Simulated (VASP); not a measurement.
Set up this calculation in VASP 6.6.1, as the native input.

* Task: single point
* Functional: r2SCAN
* Dispersion: rVV10
* Potentials or basis: VASP PAW PBE potentials, release 64 (Ru_pv)
* Cutoff: 520 eV
* k mesh: 12 × 12 × 12
* Occupations: methfessel-paxton, width 0.05 eV
* Spin: non-collinear spin, zero start, spin-orbit coupling
* Starting moments: [[0.0, 0.0, 0.0]] μB
* Hubbard terms: Ru d U = 4.5 eV
* Dipole correction: no
* Further INCAR settings: ALGO = Normal; EDIFF = 1e-06; NBANDS = 25

Crystal: Ru.

```
Ru
1.0
     0.00000    1.91500    1.91500
     1.91500    0.00000    1.91500
     1.91500    1.91500    0.00000
Ru
1
Direct
  0.00000 0.00000 0.00000
```

This isn't the form of Ru at room conditions, which is hcp.

These files were run (other wordings do the same):

POSCAR

```
Ru
1.0
    0.0000000000      1.9150000000      1.9150000000
    1.9150000000      0.0000000000      1.9150000000
    1.9150000000      1.9150000000      0.0000000000
Ru
1
Direct
    0.0000000000      0.0000000000      0.0000000000
```

INCAR.step1

```
SYSTEM = Ru
ALGO     = Normal         ! electronic algorithm
EDIFF    = 1E-4           ! SCF threshold, eV
ENCUT    = 520            ! plane-wave cutoff, eV
GGA      = PE             ! functional
GGA_COMPAT= .FALSE.      
ISMEAR   = 1              ! smearing method
LASPH    = .TRUE.         ! aspherical terms in the spheres
LCHARG   = .FALSE.        ! write CHGCAR
LDAU     = .TRUE.         ! DFT+U
LDAUJ    = 0            
LDAUL    = 2              ! shell
LDAUTYPE = 2            
LDAUU    = 4.5            ! U, eV
LMAXMIX  = 4              ! l up to which the mixer works
LNONCOLLINEAR= .TRUE.         ! non-collinear magnetism
LREAL    = .FALSE.        ! projectors in reciprocal space
LSORBIT  = .TRUE.         ! spin-orbit coupling
LWAVE    = .TRUE.         ! write WAVECAR
MAGMOM   = 0 0 0          ! initial moments
NBANDS   = 25             ! bands
NELM     = 150            ! most SCF steps
PREC     = Accurate       ! precision mode
SIGMA    = 0.05           ! smearing width, eV
```

INCAR.step2

```
SYSTEM = Ru
ALGO     = Normal         ! electronic algorithm
BPARAM   = 11.95        
CPARAM   = 0.0093       
EDIFF    = 1E-6           ! SCF threshold, eV
ENCUT    = 520            ! plane-wave cutoff, eV
GGA_COMPAT= .FALSE.      
ISIF     = 2              ! what is computed and relaxed
ISMEAR   = 1              ! smearing method
ISTART   = 1            
IVDW_NL  = 2            
LASPH    = .TRUE.         ! aspherical terms in the spheres
LCHARG   = .FALSE.        ! write CHGCAR
LDAU     = .TRUE.         ! DFT+U
LDAUJ    = 0            
LDAUL    = 2              ! shell
LDAUPRINT= 1            
LDAUTYPE = 2            
LDAUU    = 4.5            ! U, eV
LMAXMIX  = 4              ! l up to which the mixer works
LMIXTAU  = .TRUE.       
LNONCOLLINEAR= .TRUE.         ! non-collinear magnetism
LORBIT   = 11             ! projections on sites
LORBMOM  = .TRUE.       
LREAL    = .FALSE.        ! projectors in reciprocal space
LSORBIT  = .TRUE.         ! spin-orbit coupling
LUSE_VDW = .TRUE.       
LWAVE    = .FALSE.        ! write WAVECAR
MAGMOM   = 0 0 0          ! initial moments
METAGGA  = R2SCAN         ! meta-GGA
NBANDS   = 25             ! bands
NELM     = 150            ! most SCF steps
PREC     = Accurate       ! precision mode
SIGMA    = 0.05           ! smearing width, eV
```

KPOINTS

```
k-points
0
G
  12 12 12
  0 0 0
```

Potentials or basis: VASP PAW PBE potentials, release 64 (Ru_pv).

Run with:

```console
$ cat potpaw_PBE.64/Ru_pv/POTCAR > POTCAR
$ cp INCAR.step1 INCAR
$ mpirun -np 1 vasp_ncl > vasp.out
$ cp INCAR.step2 INCAR
$ mpirun -np 1 vasp_ncl > vasp.out
```

Results of the run:

| Quantity | Value |
| --- | --- |
| Pressure | -15.9 GPa |
| Net moment | 0.00 μB per cell |
| Valence electrons inside the program's atomic spheres | Ru 12.65 |

Caveat: the cell stands under tension; the PAW data sets were made with another functional, which shifts forces and pressure a little; the U is typed as a test and isn't derived for this compound.

Run time: 4.4 min on 1 thread of AMD EPYC 9R45 96-Core Processor (Zen 5), with other jobs on the host, peak memory 0.23 GiB.
